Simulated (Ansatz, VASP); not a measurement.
**Two plane-wave programs on Au**

```
Au
1.0
     0.00000    1.84812    1.84812
     1.84812    0.00000    1.84812
     1.84812    1.84812    0.00000
Au
1
Cartesian
  0.0000 0.0000 0.0000
```

Change from the starting cell: volume scaled by 0.72, PAW files.

Alike in both runs: task single point; functional r2SCAN; k mesh 16 × 16 × 16; occupations fermi-dirac, width 0.05 eV; no spin polarisation.

|  | VASP | Ansatz |
| --- | --- | --- |
| version | VASP 6.6.1 | Ansatz 0.2.0 |
| potentials or method | VASP PAW PBE potentials, release 64 (Au) | PAW with Ansatz's default frozen-core files, scalar-relativistic |
| plane-wave cutoff (eV) | 520 | 500 |
| valence electrons in the cell | 11 | 19 |

```tsv
	VASP	Ansatz	Ansatz less VASP
pressure (GPa)	132.8	130.2	-2.64
```

VASP's potentials were made for PBE, not for r2SCAN. Both programs put the cell under a high pressure, so it lies far from rest at this level. VASP's potentials hold 11 valence electrons a cell and Ansatz's 19, so a difference there can come from the potentials and not from the codes.

Neither program's run includes spin-orbit coupling. Noted on VASP's run: the cell as given lies far from equilibrium.
